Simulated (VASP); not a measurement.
# CO2 in VASP: a series of runs

Runs on CO2. Level: PBEsol. Tasks: single point.

Program: VASP 6.6.1. These are calculated values, not measurements. Logs are shortened: lines on timing, memory, paths and dates and some standing lists are left out, and cuts for length are marked.

### Step 1. The cell of the first run

The cell holds a disordered packing, 30 atoms: a = 8.707 Å, b = 8.707 Å, c = 8.707 Å, α = 90.00°, β = 90.00°, γ = 90.00°.

### Step 2. Single point, PBEsol

Contents of INCAR:

```
PREC = Accurate ; ENCUT = 1000
EDIFF = 1E-6 ; ISMEAR = -1
SIGMA = 0.05 ; LREAL = Auto
LASPH = T ; NELM = 120
ALGO = Normal ; ISIF = 2
LWAVE = F ; LCHARG = T
GGA = PS ; LELF = T
LVHAR = T ; NBANDS = 101
GGA_COMPAT = F
```

Contents of KPOINTS:

```
Automatic mesh
0
Gamma
  1 1 1
```

Contents of POSCAR:

```
CO2
1.0
    8.7065880000      0.0000000000      0.0000000000
    0.0000000000      8.7065880000      0.0000000000
    0.0000000000      0.0000000000      8.7065880000
C O
10 20
Direct
    0.0548894699      0.1431444786      0.4820372803
   -0.0008269600      0.3053090372      0.1189444131
    0.6220576878      0.0333425677      0.1347140809
    0.9415513861      0.7469171620      0.7294820887
    0.3324838616      0.0832128499     -0.1344958553
    0.7435748654      0.3193443861      0.7581730065
    0.5480447679      0.7006533443      0.4881131392
    0.9319150051      0.8372855130      0.1667702664
    0.4493264181      0.6170270145      1.0254303982
    0.1977353241      0.5939065912      0.4050151449
   -0.0429444921      0.1729380097      0.5727846546
    0.1602120142      0.1158433131      0.4026950626
   -0.0755634699      0.1993892441      0.1627388364
    0.0665587943      0.4084493260      0.0645603077
    0.6258708922      0.0819264676      0.2607450818
    0.6112268089     -0.0092918144      0.0093722133
    0.9363484295      0.6424790056      0.8148542230
    0.9553225672      0.8463820730      0.6417669011
    0.2849681184      0.0923553521     -0.0073507555
    0.3743372260      0.0812603054     -0.2604120007
    0.7842107609      0.2776633051      0.8812866763
    0.6984251466      0.3580851649      0.6387232289
    0.6188072756      0.7792834575      0.4060488449
    0.4903413369      0.6156372623      0.5733589323
    0.9529795139      0.7832804309      0.2861626162
    0.9218421728      0.9003526984      0.0513863755
    0.5735771579      0.6226893934      1.0800097581
    0.3219516072      0.6219313467      0.9758587405
    0.2786740340      0.6661047933      0.3237088972
    0.1260769431      0.5165054324      0.4879408558
```

Potentials or basis: VASP PAW PBE potentials, release 64 (C_h, O_h).

On the command line:

```sh
> cat potpaw_PBE.64/C_h/POTCAR potpaw_PBE.64/O_h/POTCAR > POTCAR
> mpirun -np 1 vasp_gam > vasp.out
```

OUTCAR:

```text
PREC = Accurate
   ENCUT = 1000
   EDIFF = 1E-6
   ISMEAR = -1
   LREAL = Auto
   LASPH = T
   NELM = 120
   ISIF = 2
   GGA = PS

 ion  position               nearest neighbor table
   1  0.055  0.143  0.482-  12 1.17  11 1.19
   2  0.999  0.305  0.119-  14 1.17  13 1.19
   3  0.622  0.033  0.135-  16 1.16  15 1.18
   4  0.942  0.747  0.729-  18 1.16  17 1.18
   5  0.332  0.083  0.866-  20 1.16  19 1.18
   6  0.744  0.319  0.758-  22 1.16  21 1.19
   7  0.548  0.701  0.488-  24 1.16  23 1.17
   8  0.932  0.837  0.167-  26 1.15  25 1.16
   9  0.449  0.617  0.025-  27 1.18  28 1.19
  10  0.198  0.594  0.405-  30 1.17  29 1.18
  11  0.957  0.173  0.573-   1 1.19
  12  0.160  0.116  0.403-   1 1.17
  13  0.924  0.199  0.163-   2 1.19
  14  0.067  0.408  0.065-   2 1.17
  15  0.626  0.082  0.261-   3 1.18
  16  0.611  0.991  0.009-   3 1.16
[... 12 lines left out ...]
  29  0.279  0.666  0.324-  10 1.18
  30  0.126  0.517  0.488-  10 1.17

  LATTYP: Found a simple cubic cell.
 ALAT       =     8.7065880000

  Lattice vectors:

 A1 = (   8.7065880000,   0.0000000000,   0.0000000000)
 A2 = (   0.0000000000,   8.7065880000,   0.0000000000)
 A3 = (   0.0000000000,   0.0000000000,   8.7065880000)

Analysis of symmetry for initial positions (statically):
=====================================================================
 Subroutine PRICEL returns:
 Original cell was already a primitive cell.

 Routine SETGRP: Setting up the symmetry group for a
 simple cubic supercell.

 Subroutine GETGRP returns: Found  1 space group operations
 (whereof  1 operations were pure point group operations)
 out of a pool of 48 trial point group operations.

The static configuration has the point symmetry C_1 .

Analysis of symmetry for dynamics (positions and initial velocities):
=====================================================================
 Subroutine PRICEL returns:
 Original cell was already a primitive cell.

 Routine SETGRP: Setting up the symmetry group for a
 simple cubic supercell.

 Subroutine GETGRP returns: Found  1 space group operations
 (whereof  1 operations were pure point group operations)
 out of a pool of 48 trial point group operations.

The dynamic configuration has the point symmetry C_1 .

 Subroutine INISYM returns: Found  1 space group operations
 (whereof  1 operations are pure point group operations),
 and found     1 'primitive' translations

----------------------------------------------------------------------------------------

                                     Primitive cell

  volume of cell :     660.0001

  direct lattice vectors                    reciprocal lattice vectors
     8.706588000  0.000000000  0.000000000     0.114855555  0.000000000  0.000000000
     0.000000000  8.706588000  0.000000000     0.000000000  0.114855555  0.000000000
     0.000000000  0.000000000  8.706588000     0.000000000  0.000000000  0.114855555

  length of vectors
     8.706588000  8.706588000  8.706588000     0.114855555  0.114855555  0.114855555

  position of ions in fractional coordinates (direct lattice)
     0.054889470  0.143144479  0.482037280
     0.999173040  0.305309037  0.118944413
     0.622057688  0.033342568  0.134714081
     0.941551386  0.746917162  0.729482089
     0.332483862  0.083212850  0.865504145
     0.743574865  0.319344386  0.758173007
[... 22 lines left out ...]
     0.278674034  0.666104793  0.323708897
     0.126076943  0.516505432  0.487940856

  ion indices of the primitive-cell ions
   primitive index   ion index
                 1           1
                 2           2
                 3           3
                 4           4
                 5           5
                 6           6
[... 22 lines left out ...]
                29          29
                30          30

----------------------------------------------------------------------------------------

 KPOINTS: Automatic mesh

Automatic generation of k-mesh.
 Grid dimensions read from file:
 generate k-points for:    1    1    1

 Generating k-lattice:

[... 41 lines left out ...]
   TEBEG  =    0.0;   TEEND  =   0.0 temperature during run
   PSTRESS=    0.0 pullay stress
   NELECT =     160.0000    total number of electrons
   NUPDOWN=      -1.0000    fix difference up-down
   EMIN   =  10.00;   EMAX   =-10.00  energy-range for DOS
   EFERMI =   0.00;   METHOD = LEGACY
   ISMEAR =    -1;   SIGMA  =   0.05  broadening in eV -4-tet -1-fermi 0-gaus
   EFERMI_NEDOS =   21; number of points for ismear=-14 and -15
   IALGO  =     38    algorithm
   IMIX   =      4    mixing-type and parameters
     AMIX     =   0.40;   BMIX     =  1.00
     AMIX_MAG =   1.60;   BMIX_MAG =  1.00
  volume/ion in A,a.u.               =      22.00       148.46
  Fermi-wavevector in a.u.,A,eV,Ry     =   1.020783  1.929000 14.177247  1.041998
  Thomas-Fermi vector in A             =   2.154372
   LORBIT       =      0    0 simple, 1 ext, 2 COOP (PROOUT), +10 PAW based schemes
   GGA     = PS    functional components
   LHFCALC =     F    Hartree Fock is set to
   AEXX    =    0.0000 exact exchange contribution
   IVDW    =     0    specifies the selected vdW correction
   LEPSILON=     F    determine dielectric tensor
   LRPA    =     F    only Hartree local field effects (RPA)
 non-spin polarized calculation
  energy-cutoff  :     1000.00
  volume of cell :      660.00
 maximum number of plane-waves:     23629
 NGX is ok and might be reduce to    90
   NGX = 45   NGY = 45   NGZ = 45

 number of electron     160.0000000 magnetization

 Free energy of the ion-electron system (eV)
  ---------------------------------------------------
  ext. energy  EPLUGINS =         0.00000000
  ---------------------------------------------------
  free energy    TOTEN  =      -239.77957487 eV

  energy without entropy =     -239.77957487  energy(sigma->0) =     -239.77957487

 E-fermi :  -3.6504     XC(G=0):  -6.0633

 val. band max:       -4.9077229492   @ k =   0.0000   0.0000   0.0000
 cond. band min:       1.3891936442   @ k =   0.0000   0.0000   0.0000
 fundamental gap:      6.2969165934
 Fermi energy:        -3.6503987154

 k-point     1 :       0.0000    0.0000    0.0000
  band No.  band energies     occupation
      1     -25.5454      2.00000
      2     -25.4777      2.00000
      3     -25.4665      2.00000
      4     -25.3292      2.00000
      5     -25.3132      2.00000
      6     -25.2235      2.00000
[... 84 lines left out ...]
     91       3.1681      0.00000
     92       3.1991      0.00000
 [bands above 92 left out]

------------------------ aborting loop because EDIFF is reached ----------------------------------------

  FORCE on cell =-STRESS in cart. coord.  units (eV):
  Direction    XX          YY          ZZ          XY          YZ          ZX
  --------------------------------------------------------------------------------------
  -------------------------------------------------------------------------------------
  Total       -4.5772948      0.1178748      1.3984234     -1.2264242     -1.2922952      1.3200860
  in kB      -11.1115715      0.2861459      3.3947302     -2.9771953     -3.1370999      3.2045631
  external PRESSURE =      -2.4768985 kB  Pullay stress =       0.0000000 kB

 VOLUME and BASIS-vectors are now :
 -----------------------------------------------------------------------------
  energy-cutoff  :     1000.00
  volume of cell :      660.00
      direct lattice vectors                 reciprocal lattice vectors
     8.706588000  0.000000000  0.000000000     0.114855555  0.000000000  0.000000000
     0.000000000  8.706588000  0.000000000     0.000000000  0.114855555  0.000000000
     0.000000000  0.000000000  8.706588000     0.000000000  0.000000000  0.114855555

 POSITION                                       TOTAL-FORCE (eV/Angst)
 -----------------------------------------------------------------------------------
      0.47790      1.24630      4.19690        -0.632971      0.442644      1.641586
      8.69939      2.65820      1.03560        -1.203594     -1.281729     -0.267186
      5.41600      0.29030      1.17290        -0.321364      1.151132      2.035016
      8.19770      6.50310      6.35130         0.413172     -1.265740      0.749976
      2.89480      0.72450      7.53559        -1.070282      0.484018      2.274632
      6.47400      2.78040      6.60110         0.324484     -0.630665      1.536554
[... 22 lines left out ...]
      2.42630      5.79950      2.81840        -0.864001     -0.413895      0.536915
      1.09770      4.49700      4.24830        -0.165732      0.231062     -0.167339
 -----------------------------------------------------------------------------------
    total drift:                                0.000626     -0.003891     -0.002906

  FREE ENERGIE OF THE ION-ELECTRON SYSTEM (eV)
  ---------------------------------------------------
  free  energy   TOTEN  =      -239.7795748696 eV

  energy  without entropy=     -239.7795748695  energy(sigma->0) =     -239.77957487
```

It took 9.9 min on 1 thread of Intel Xeon Platinum 8259CL at 2.50GHz (Skylake/Cascade Lake), shared host; peak memory 1.2 GiB.

What came out:

| Quantity | Value |
| --- | --- |
| Free energy | -239.7796 eV |
| Pressure | -0.2 GPa |
| Largest force | 2.560 eV/Å |

Forces on the atoms (eV/Å):
```
C   -0.633  0.443  1.642
C   -1.204 -1.282 -0.267
C   -0.321  1.151  2.035
C    0.413 -1.266  0.750
C   -1.070  0.484  2.275
C    0.324 -0.631  1.537
C    0.967  0.002 -0.235
C    0.722  0.064  0.689
C   -0.906  0.738  0.057
C    0.966  0.176 -0.446
O    1.364 -0.488 -1.662
O   -0.587  0.037  0.043
O    1.376  1.770 -0.197
O   -0.102 -0.400  0.623
O    0.135 -0.447 -0.834
O   -0.037 -0.605 -1.238
O   -0.283  0.531 -0.354
O   -0.130  0.600 -0.367
O    0.506 -0.245 -1.184
O    0.473 -0.219 -1.094
O   -0.381  0.525 -1.380
O   -0.055  0.212 -0.251
O   -0.241  0.256 -0.167
O   -0.691 -0.251  0.533
O   -0.096 -0.904  1.257
O   -0.426  0.636 -1.991
O   -1.164 -0.387 -0.697
O    2.109 -0.318  0.556
O   -0.864 -0.414  0.537
O   -0.166  0.231 -0.167
```

Stress tensor (GPa, compression positive):
```
-1.11 -0.30  0.32
-0.30  0.03 -0.31
 0.32 -0.31  0.34
```

Caveat: the k points lie up to 0.72 Å⁻¹ apart; the atoms stand as in a frame of molecular dynamics; the PAW data sets were made with another functional, which shifts forces and pressure a little.

### Step 3. Single point, PBEsol

Contents of INCAR:

```
PREC     = Accurate       # precision mode
ENCUT    = 1000           # plane-wave cutoff, eV
EDIFF    = 1E-6           # SCF threshold, eV
ISMEAR   = -1             # smearing method
SIGMA    = 0.05           # smearing width, eV
LREAL    = Auto         
LASPH    = True           # aspherical terms in the spheres
NELM     = 120            # most SCF steps
ALGO     = Normal         # electronic algorithm
ISIF     = 2              # what is computed and relaxed
LWAVE    = False          # write WAVECAR
LCHARG   = False          # write CHGCAR
GGA      = PS             # functional
NBANDS   = 101            # bands
GGA_COMPAT= False
```

KPOINTS is that of step 2.

Contents of POSCAR:

```
CO2
1.0
    8.7065880000      0.0000000000      0.0000000000
    0.0000000000      8.7065880000      0.0000000000
    0.0000000000      0.0000000000      8.7065880000
C O
10 20
Direct
    0.0592842735      0.1316433141      0.5420204760
    0.0146692261      0.3336612413      0.1606245912
    0.5967131264     -0.0079785050      0.0528672110
    0.9566974226      0.6968244232      0.7429198918
    0.2652231215      0.1283494887     -0.0746667269
    0.6780958435      0.3386738879      0.7432441158
    0.5533708060      0.7009434665      0.5199629830
    0.9529860654      0.8883496673      0.1442364678
    0.3597210915      0.6557569891      0.9661868735
    0.2025034927      0.5991444840      0.3800894448
   -0.0432751779      0.1574516279      0.6245402477
    0.1617053238      0.1064496061      0.4594657849
   -0.0721798405      0.2519594661      0.2213625378
    0.1015809620      0.4157674211      0.0993590087
    0.6386859229      0.0366244243      0.1719062132
    0.5536519650     -0.0537443200     -0.0658895581
    0.9020679360      0.6069969329      0.8263167424
    1.0101162185      0.7863615863      0.6587393516
    0.2565939511      0.0932574827      0.0545956415
    0.2741070263      0.1647964824     -0.2032809858
    0.6825805540      0.2800399785      0.8637107904
    0.6724587491      0.3975453397      0.6229103565
    0.6441328339      0.7196062961      0.4233467875
    0.4624137756      0.6826352966      0.6170865083
    0.9675773443      0.8475922908      0.2709565818
    0.9375536795      0.9279206654      0.0168283508
    0.4697385792      0.5894388308      1.0043651921
    0.2494009232      0.7218969295      0.9279628464
    0.2795493803      0.6854238515      0.3121171498
    0.1260961244      0.5115962541      0.4471050243
```

Potentials or basis: VASP PAW PBE potentials, release 64 (C_h, O_h).

On the command line:

```sh
> cat potpaw_PBE.64/C_h/POTCAR potpaw_PBE.64/O_h/POTCAR > POTCAR
> mpirun -np 1 vasp_gam > vasp.out
```

It took 4.1 min on 1 thread of Intel Xeon Platinum 8488C (Sapphire Rapids), shared host; peak memory 1.2 GiB.

It converged, with:

| Property | Result |
| --- | --- |
| Free energy | -240.4781 eV |
| Pressure | 0.2 GPa |
| Largest force | 0.123 eV/Å |

Forces in eV/Å, atoms in the order of the input:
```
C   -0.021  0.004  0.009
C   -0.003  0.013 -0.002
C   -0.010 -0.005  0.015
C    0.014  0.040 -0.026
C    0.010  0.009 -0.021
C    0.005  0.019 -0.024
C   -0.022 -0.001  0.030
C    0.007 -0.034  0.046
C   -0.021  0.020 -0.032
C    0.021  0.037 -0.056
O   -0.083  0.020  0.059
O    0.091 -0.019 -0.080
O   -0.064 -0.062  0.044
O    0.045  0.055 -0.034
O    0.018  0.020  0.066
O   -0.013 -0.027 -0.063
O   -0.031 -0.056  0.039
O    0.026  0.035 -0.021
O   -0.017 -0.016  0.073
O    0.017  0.027 -0.050
O    0.015 -0.047  0.080
O    0.000  0.016 -0.051
O    0.078  0.017 -0.058
O   -0.056  0.000  0.047
O    0.021 -0.015  0.020
O   -0.014  0.023 -0.080
O    0.056 -0.063 -0.001
O   -0.046  0.031  0.008
O    0.015 -0.024  0.025
O   -0.037 -0.018  0.040
```

Stress tensor (GPa, compression positive):
```
 0.30 -0.01  0.04
-0.01  0.11 -0.05
 0.04 -0.05  0.24
```

Levels at points of the mesh, in eV from the Fermi level:
```csv
k point,band 77,band 78,band 79,band 80,band 81,band 82,band 83,band 84
"(0.00, 0.00, 0.00)",-1.40,-1.36,-1.26,-1.24,5.30,6.60,6.66,6.71
```

Caveat: the k points lie up to 0.72 Å⁻¹ apart; the PAW data sets were made with another functional, which shifts forces and pressure a little.

### Step 4. Single point, PBEsol

Contents of INCAR:

```
SYSTEM = CO2
PREC     = Accurate       ! precision mode
ENCUT    = 1000           ! plane-wave cutoff, eV
EDIFF    = 1E-6           ! SCF threshold, eV
ISMEAR   = -1             ! smearing method
SIGMA    = 0.05           ! smearing width, eV
LREAL    = Auto         
LASPH    = .True.         ! aspherical terms in the spheres
NELM     = 120            ! most SCF steps
ALGO     = Normal         ! electronic algorithm
ISIF     = 2              ! what is computed and relaxed
LWAVE    = .False.        ! write WAVECAR
LCHARG   = .False.        ! write CHGCAR
GGA      = PS             ! functional
NBANDS   = 101            ! bands
GGA_COMPAT= .False.
```

Contents of KPOINTS:

```
regular mesh
0
Gamma
  1 1 1
  0 0 0
```

Contents of POSCAR:

```
CO2
1.0
    8.7065880000      0.0000000000      0.0000000000
    0.0000000000      8.7065880000      0.0000000000
    0.0000000000      0.0000000000      8.7065880000
C O
10 20
Direct
    0.0876347887      0.1179451698      0.4657737336
   -0.0323662955      0.3273383328      0.1268924176
    0.5729224812      0.0609538432      0.1860200575
    0.9025004973      0.7028700566      0.7631232809
    0.3526295261      0.1276045220     -0.1639448197
    0.7826372398      0.3239386083      0.7206037543
    0.5792854790      0.7066373188      0.4939133447
    0.9388982228      0.8012553253      0.1615213675
    0.4916277191      0.6305340278      1.0456220049
    0.1674823708      0.5859241301      0.3858227816
    0.0123240011      0.1707672397      0.5637684935
    0.1477272153      0.0645143654      0.3600836516
   -0.1184735054      0.2611011340      0.2067399996
    0.0606552188      0.3930127393      0.0546712443
    0.5920229601      0.1234582365      0.3020241684
    0.5598289479     -0.0063859689      0.0720259188
    0.8374463108      0.6163378812      0.8476454841
    0.9563332961      0.7966840742      0.6805421366
    0.2939268517      0.1756600864     -0.0515242021
    0.4107004948      0.0759310076     -0.2734940484
    0.8124996841      0.2520849729      0.8335871641
    0.7506614531      0.4019944437      0.6142015678
    0.6331986767      0.7964313920      0.4105052404
    0.5126807424      0.6239413189      0.5750358234
    0.9198207151      0.7059481854      0.2549219051
    0.9381861184      0.8891887385      0.0578068010
    0.6090790101      0.6547111222      1.1089533581
    0.3858572382      0.6017052834      0.9694957428
    0.2520734873      0.6719968833      0.3308643983
    0.0798016399      0.5005175391      0.4400116326
```

On the command line:

```sh
> cat potpaw_PBE.64/C_h/POTCAR potpaw_PBE.64/O_h/POTCAR > POTCAR
> mpirun -np 1 vasp_gam > vasp.out
```

It took 6.3 min on 1 thread of Intel Xeon Platinum 8259CL at 2.50GHz (Skylake/Cascade Lake), shared host; peak memory 1.2 GiB.

It converged, with:

```
Free energy   : -239.8248 eV
Pressure      : -0.4 GPa
Largest force : 2.549 eV/Å
```

Forces in eV/Å, atoms in the order of the input:
```
C   -1.569  0.524  0.619
C    0.439  0.005  0.285
C    0.372 -0.008  0.584
C   -0.980  0.096  0.573
C   -0.488  0.133  1.108
C    0.076 -0.010  0.938
C   -0.627  0.565 -0.344
C   -1.203  0.126 -1.291
C    1.932  0.072  0.014
C   -0.909 -0.692  0.450
O    0.587 -0.088  0.187
O    1.045 -0.524 -0.804
O    0.175  0.261 -0.509
O   -0.605 -0.179  0.218
O   -0.165  0.534  0.610
O   -0.288 -0.481 -1.156
O    1.479  1.427 -1.506
O   -0.404 -1.414  0.980
O    0.554 -0.324 -1.118
O   -0.076  0.171 -0.015
O   -0.565  1.054 -2.036
O    0.430 -1.203  1.048
O    0.466  0.025  0.005
O    0.018 -0.485  0.432
O    0.612  0.643 -0.149
O    0.561 -0.650  1.303
O   -1.216 -0.169 -0.105
O   -0.776  0.016  0.030
O    1.078  0.916 -0.587
O    0.048 -0.342  0.238
```

Stress tensor (GPa, compression positive):
```
-0.07 -0.14  0.13
-0.14 -0.43  1.31
 0.13  1.31 -0.80
```

Levels at points of the mesh, in eV from the Fermi level:
```csv
k point,band 77,band 78,band 79,band 80,band 81,band 82,band 83,band 84
"(0.00, 0.00, 0.00)",-1.37,-1.36,-1.32,-1.28,4.99,5.99,6.17,6.29
```

Caveat: the k points lie up to 0.72 Å⁻¹ apart; the atoms stand as in a frame of molecular dynamics; the PAW data sets were made with another functional, which shifts forces and pressure a little.

### Step 5. Overview

```tsv
cell	pressure (GPa)	largest force (eV/Å)
as given, atomic positions A	-0.2	2.56
as given, atomic positions B	0.2	0.12
as given, atomic positions C	-0.4	2.55
```

Alike in all rows: task single point; level PBEsol; potentials or basis VASP PAW PBE potentials, release 64 (C_h, O_h); no spin polarisation; k mesh 1 × 1 × 1; cutoff (eV) 1000; smearing fermi-dirac 0.05 eV.

Caveats: all runs use coarse meshes; the PAW data sets were made with another functional, which shifts forces and pressure a little; the atoms stand as in a frame of molecular dynamics (at least some runs).

Absolute energies hang on the potentials; compare differences alone.
